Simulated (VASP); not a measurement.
# MgS (Fmmm) in VASP: single point with LDA

Aim: the single point of MgS with LDA.

All numbers are computed with VASP 6.6.1; they aren't measurements. Logs are shortened: lines on timing, memory, paths and dates and some standing lists are left out, and cuts for length are marked.

## (1) The cell of the first run

Symmetry: Fmmm, No. 69, orthorhombic system. The conventional cell has a = 5.106 Å, b = 5.203 Å, c = 5.301 Å, α = 90.00°, β = 90.00°, γ = 90.00°. Mg (site symmetry mmm) has 6 S at 2.55 to 2.65 Å within 3.4 Å. Within 3.4 Å of S (site symmetry mmm) lie 6 Mg at 2.55 to 2.65 Å.

## (2) Single point, LDA (strain +0.0187 x Voigt [1, -1, 0, 0, 0, 0])

Input file INCAR:

```
PREC = Accurate ; ENCUT = 520
EDIFF = 1E-6 ; ISMEAR = 0
SIGMA = 0.05 ; LREAL = False
LASPH = True ; NELM = 60
ALGO = Normal ; ISIF = 2
LWAVE = False ; LCHARG = False
NBANDS = 11
```

Input file KPOINTS:

```
regular mesh
0
Gamma
  8 8 8
```

Input file POSCAR:

```
MgS
1.0
    0.0000000000      2.5529991450      2.6016500000
    2.6503008550      0.0000000000      2.6016500000
    2.6503008550      2.5529991450      0.0000000000
Mg S
1 1
Direct
    0.0000000000      0.0000000000      0.0000000000
    0.5000000000      0.5000000000      0.5000000000
```

Potentials or basis: VASP PAW LDA potentials, release 64 (Mg, S).

The run is started by

```sh
> cat potpaw_LDA.64/Mg/POTCAR potpaw_LDA.64/S/POTCAR > POTCAR
> mpirun -np 1 vasp_std > vasp.out
```

OUTCAR:

```text
PREC = Accurate
   ENCUT = 520
   EDIFF = 1E-6
   ISMEAR = 0
   LREAL = False
   LASPH = True
   NELM = 60
   ISIF = 2

 ion  position               nearest neighbor table
   1  0.000  0.000  0.000-   2 2.55   2 2.55   2 2.60   2 2.60   2 2.65   2 2.65
   2  0.500  0.500  0.500-   1 2.55   1 2.55   1 2.60   1 2.60   1 2.65   1 2.65

  LATTYP: Found a face centered orthorhombic cell.
 ALAT       =     5.1059982900
 B/A-ratio  =     1.0190563538
 C/A-ratio  =     1.0381127076

  Lattice vectors:

 A1 = (  -2.6503008550,   0.0000000000,  -2.6016500000)
 A2 = (  -2.6503008550,   2.5529991450,   0.0000000000)
 A3 = (   0.0000000000,   2.5529991450,  -2.6016500000)

Analysis of symmetry for initial positions (statically):
=====================================================================
 Subroutine PRICEL returns:
 Original cell was already a primitive cell.

 Routine SETGRP: Setting up the symmetry group for a
 face centered orthorhombic supercell.

 Subroutine GETGRP returns: Found  8 space group operations
 (whereof  8 operations were pure point group operations)
 out of a pool of  8 trial point group operations.

The static configuration has the point symmetry D_2h.

Analysis of symmetry for dynamics (positions and initial velocities):
=====================================================================
 Subroutine PRICEL returns:
 Original cell was already a primitive cell.

 Routine SETGRP: Setting up the symmetry group for a
 face centered orthorhombic supercell.

 Subroutine GETGRP returns: Found  8 space group operations
 (whereof  8 operations were pure point group operations)
 out of a pool of  8 trial point group operations.

The dynamic configuration has the point symmetry D_2h.

 Subroutine INISYM returns: Found  8 space group operations
 (whereof  8 operations are pure point group operations),
 and found     1 'primitive' translations

----------------------------------------------------------------------------------------

                                     Primitive cell

  volume of cell :      35.2067

  direct lattice vectors                    reciprocal lattice vectors
     0.000000000  2.552999145  2.601650000    -0.188657827  0.195848088  0.192185728
     2.650300855  0.000000000  2.601650000     0.188657827 -0.195848088  0.192185728
     2.650300855  2.552999145  0.000000000     0.188657827  0.195848088 -0.192185728

  length of vectors
     3.645049706  3.713849397  3.679931964     0.332991897  0.332991897  0.332991897

  position of ions in fractional coordinates (direct lattice)
     0.000000000  0.000000000  0.000000000
     0.500000000  0.500000000  0.500000000

  ion indices of the primitive-cell ions
   primitive index   ion index
                 1           1
                 2           2

----------------------------------------------------------------------------------------

 KPOINTS: regular mesh

Automatic generation of k-mesh.
 Grid dimensions read from file:
 generate k-points for:    8    8    8

 Generating k-lattice:

  Cartesian coordinates                     Fractional coordinates (reciprocal lattice)
    -0.023582228  0.024481011  0.024023216     0.125000000  0.000000000  0.000000000
     0.023582228 -0.024481011  0.024023216    -0.000000000  0.125000000 -0.000000000
     0.023582228  0.024481011 -0.024023216     0.000000000  0.000000000  0.125000000

  Length of vectors
     0.041623987  0.041623987  0.041623987

  Shift w.r.t. Gamma in fractional coordinates (k-lattice)
     0.000000000  0.000000000  0.000000000

 Subroutine IBZKPT returns following result:
 ===========================================

 Found     95 irreducible k-points:

 Following reciprocal coordinates:
            Coordinates               Weight
  0.000000  0.000000  0.000000      1.000000
  0.125000  0.000000 -0.000000      8.000000
  0.250000  0.000000 -0.000000      8.000000
  0.375000  0.000000 -0.000000      8.000000
  0.500000  0.000000 -0.000000      4.000000
  0.125000  0.125000  0.000000      2.000000
[... 16 lines left out ...]
  0.250000  0.000000  0.125000      8.000000
  0.375000  0.000000  0.125000      8.000000
 [... further k-points ...]
   k-points           NKPTS =     95   k-points in BZ     NKDIM =     95   number of bands    NBANDS=     11
   number of dos      NEDOS =    301   number of ions     NIONS =      2
   total plane-waves  NPLWV =  21952
   dimension x,y,z NGX =    28 NGY =   28 NGZ =   28
   dimension x,y,z NGXF=    56 NGYF=   56 NGZF=   56
   ions per type =               1   1
   NGX,Y,Z   is equivalent  to a cutoff of  12.77, 12.53, 12.65 a.u.
   NGXF,Y,Z  is equivalent  to a cutoff of  25.54, 25.07, 25.30 a.u.
 SYSTEM =  unknown system
   PREC   = accura    normal or accurate (medium, high low for compatibility)
   ISTART =      0    job   : 0-new  1-cont  2-samecut
   ICHARG =      2    charge: 1-file 2-atom 10-const
   ISPIN  =      1    spin polarized calculation?
   LNONCOLLINEAR =      F non collinear calculations
   LSORBIT =      F    spin-orbit coupling
   LASPH  =      T    aspherical Exc in radial PAW
   ENCUT  =  520.0 eV  38.22 Ry    6.18 a.u.   6.78  6.91  6.84*2*pi/ulx,y,z
   NELM   =     60;   NELMIN=  2; NELMDL= -5     # of ELM steps
   EDIFF  = 0.1E-05   stopping-criterion for ELM
   LREAL  =      F    real-space projection
   EDIFFG = 0.1E-04   stopping-criterion for IOM
   NSW    =      0    number of steps for IOM
   IBRION =     -1    ionic relax: 0-MD 1-quasi-New 2-CG
   NFREE  =      0    steps in history (QN), initial steepest desc. (CG)
   ISIF   =      2    stress and relaxation
   ISYM   =      2    0-nonsym 1-usesym 2-fastsym
   POTIM  = 0.5000    time-step for ionic-motion
   TEBEG  =    0.0;   TEEND  =   0.0 temperature during run
   PSTRESS=    0.0 pullay stress
   NELECT =       8.0000    total number of electrons
   NUPDOWN=      -1.0000    fix difference up-down
   EMIN   =  10.00;   EMAX   =-10.00  energy-range for DOS
   EFERMI =   0.00;   METHOD = LEGACY
   ISMEAR =     0;   SIGMA  =   0.05  broadening in eV -4-tet -1-fermi 0-gaus
   EFERMI_NEDOS =   21; number of points for ismear=-14 and -15
   IALGO  =     38    algorithm
   IMIX   =      4    mixing-type and parameters
     AMIX     =   0.40;   BMIX     =  1.00
     AMIX_MAG =   1.60;   BMIX_MAG =  1.00
  volume/ion in A,a.u.               =      17.60       118.79
  Fermi-wavevector in a.u.,A,eV,Ry     =   0.998995  1.887827 13.578488  0.997991
  Thomas-Fermi vector in A             =   2.131256
   LORBIT       =      0    0 simple, 1 ext, 2 COOP (PROOUT), +10 PAW based schemes
   GGA     = CA    functional components
   LHFCALC =     F    Hartree Fock is set to
   AEXX    =    0.0000 exact exchange contribution
   IVDW    =     0    specifies the selected vdW correction
   LEPSILON=     F    determine dielectric tensor
   LRPA    =     F    only Hartree local field effects (RPA)
 non-spin polarized calculation
 Gauss-broadening in eV      SIGMA  =   0.05
  energy-cutoff  :      520.00
  volume of cell :       35.21
 maximum number of plane-waves:       966
   NGX = 13   NGY = 13   NGZ = 13

 number of electron       7.9999999 magnetization

 Free energy of the ion-electron system (eV)
  ---------------------------------------------------
  ext. energy  EPLUGINS =         0.00000000
  ---------------------------------------------------
  free energy    TOTEN  =        -9.56429776 eV

  energy without entropy =       -9.56429776  energy(sigma->0) =       -9.56429776

 E-fermi :   3.9039     XC(G=0):  -9.9880

 val. band max:        3.6607341851   @ k =   0.0000   0.0000   0.0000
 cond. band min:       6.0556543259   @ k =   0.5000   0.0000   0.5000
 fundamental gap:      2.3949201408
 Fermi energy:         3.9038570211

 k-point     1 :       0.0000    0.0000    0.0000
  band No.  band energies     occupation
      1      -9.0619      2.00000
      2       3.4941      2.00000
      3       3.5871      2.00000
      4       3.6607      2.00000
      5       7.0770      0.00000
      6      11.2335      0.00000
      7      11.4261      0.00000
      8      11.6204      0.00000
      9      13.6204      0.00000
     10      14.0677      0.00000
     11      15.9472      0.00000

 k-point     2 :       0.1250    0.0000   -0.0000
  band No.  band energies     occupation
      1      -8.9085      2.00000
      2       2.4976      2.00000
      3       3.4504      2.00000
      4       3.5115      2.00000
      5       7.8965      0.00000
      6      11.0849      0.00000
      7      11.5393      0.00000
      8      11.8023      0.00000
      9      13.0052      0.00000
     10      13.3312      0.00000
     11      15.9727      0.00000

 k-point     3 :       0.2500    0.0000   -0.0000
  band No.  band energies     occupation
      1      -8.4923      2.00000
      2       0.7189      2.00000
      3       3.2514      2.00000
      4       3.2616      2.00000
      5       8.3556      0.00000
      6      11.0606      0.00000
      7      11.4428      0.00000
      8      11.7407      0.00000
      9      13.7384      0.00000
     10      13.7747      0.00000
     11      15.2211      0.00000

 k-point     4 :       0.3750    0.0000   -0.0000
  band No.  band energies     occupation
      1      -7.9817      2.00000
      2      -0.7412      2.00000
      3       3.0256      2.00000
      4       3.0955      2.00000
      5       8.0855      0.00000
      6      10.4059      0.00000
      7      10.7670      0.00000
      8      13.1251      0.00000
      9      14.9372      0.00000
     10      15.6869      0.00000
     11      15.7964      0.00000

 k-point     5 :       0.5000    0.0000   -0.0000
  band No.  band energies     occupation
      1      -7.7266      2.00000
      2      -1.3287      2.00000
      3       2.9397      2.00000
      4       3.0321      2.00000
      5       7.9452      0.00000
      6      10.1671      0.00000
      7      10.5146      0.00000
      8      13.4355      0.00000
      9      15.5240      0.00000
     10      17.8069      0.00000
     11      18.1105      0.00000
[... 211 lines left out ...]
 k-point    21 :       0.5000    0.5000    0.0000
  band No.  band energies     occupation
      1      -7.3474      2.00000
      2      -0.6745      2.00000
      3       1.7139      2.00000
      4       2.0387      2.00000
      5       6.1485      0.00000
      6       7.8421      0.00000
      7      15.3700      0.00000
      8      16.1676      0.00000
      9      16.3047      0.00000
     10      17.2034      0.00000
     11      19.0035      0.00000

 k-point    22 :       0.1250    0.0000    0.1250
  band No.  band energies     occupation
      1      -8.8486      2.00000
      2       2.4651      2.00000
      3       3.2144      2.00000
      4       3.3126      2.00000
      5       8.2491      0.00000
      6      10.5478      0.00000
      7      11.9568      0.00000
      8      12.0395      0.00000
      9      12.2101      0.00000
     10      13.9323      0.00000
     11      16.5887      0.00000

 k-point    23 :       0.2500    0.0000    0.1250
  band No.  band energies     occupation
      1      -8.5133      2.00000
      2       1.1561      2.00000
      3       2.9351      2.00000
      4       3.0371      2.00000
      5       8.8893      0.00000
      6      10.2789      0.00000
      7      11.0497      0.00000
      8      12.0886      0.00000
      9      13.1909      0.00000
     10      14.4932      0.00000
     11      16.5848      0.00000

 k-point    24 :       0.3750    0.0000    0.1250
  band No.  band energies     occupation
      1      -8.0254      2.00000
      2      -0.2784      2.00000
      3       2.6916      2.00000
      4       2.7430      2.00000
      5       8.6462      0.00000
      6      10.2046      0.00000
      7      11.3395      0.00000
      8      11.6967      0.00000
      9      14.7059      0.00000
     10      16.3899      0.00000
     11      16.4489      0.00000

 [... further k-points ...]
[... 5 lines left out ...]
  --------------------------------------------------------------------------------------
  -------------------------------------------------------------------------------------
  Total       -1.1839293     -0.3990401     -0.8299223      0.0000000      0.0000000      0.0000000
  in kB      -53.8780229    -18.1594365    -37.7679426      0.0000000      0.0000000      0.0000000
  external PRESSURE =     -36.6018007 kB  Pullay stress =       0.0000000 kB

 VOLUME and BASIS-vectors are now :
 -----------------------------------------------------------------------------
  energy-cutoff  :      520.00
  volume of cell :       35.21
      direct lattice vectors                 reciprocal lattice vectors
     0.000000000  2.552999145  2.601650000    -0.188657827  0.195848088  0.192185728
     2.650300855  0.000000000  2.601650000     0.188657827 -0.195848088  0.192185728
     2.650300855  2.552999145  0.000000000     0.188657827  0.195848088 -0.192185728

 POSITION                                       TOTAL-FORCE (eV/Angst)
 -----------------------------------------------------------------------------------
      0.00000      0.00000      0.00000         0.000000     -0.000000     -0.000000
      2.65030      2.55300      2.60165        -0.000000      0.000000      0.000000
 -----------------------------------------------------------------------------------
    total drift:                                0.000000      0.000000      0.000000

  FREE ENERGIE OF THE ION-ELECTRON SYSTEM (eV)
  ---------------------------------------------------
  free  energy   TOTEN  =        -9.5642977556 eV

  energy  without entropy=       -9.5642977556  energy(sigma->0) =       -9.56429776
```

Wall time 42 s (1 thread of Intel Xeon Platinum 8375C at 2.90GHz (Ice Lake), shared host); peak memory 0.16 GiB.

What came out:

* Free energy: -9.5643 eV
* Pressure: -3.7 GPa
* Band gap on the k mesh: 2.40 eV, indirect (least direct gap 3.42 eV)

Caveat: the cell differs from its parent crystal (strain +0.0187 x Voigt [1, -1, 0, 0, 0, 0]).
